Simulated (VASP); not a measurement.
Here is a VASP 6.6.1 calculation.

INCAR

```
SYSTEM = Rh
PREC = Accurate
ENCUT = 500
EDIFF = 1E-6
ISMEAR = -1
SIGMA = 0.05
LREAL = .False.
LASPH = .True.
NELM = 120
ALGO = Normal
ISIF = 2
LWAVE = .False.
LCHARG = .False.
GGA = PS
NBANDS = 14
GGA_COMPAT = .False.
```

Contents of KPOINTS:

```
Automatic mesh
0
Gamma
  16 16 16
  0 0 0
```

Contents of POSCAR:

```
Rh
1.0
    0.0000000000      1.8902480969      1.8902480969
    1.8902480969      0.0000000000      1.8902480969
    1.8902480969      1.8902480969      0.0000000000
Rh
1
Direct
    0.0000000000      0.0000000000      0.0000000000
```

Potentials or basis: VASP PAW PBE potentials, release 64 (Rh_pv).

Command:

```console
$ cat potpaw_PBE.64/Rh_pv/POTCAR > POTCAR
$ mpirun -np 1 vasp_std > vasp.out
```

Problem. What does it give for the pressure?

Solution. 0.0 GPa.

Caveat: the PAW data sets were made with another functional, which shifts forces and pressure a little.
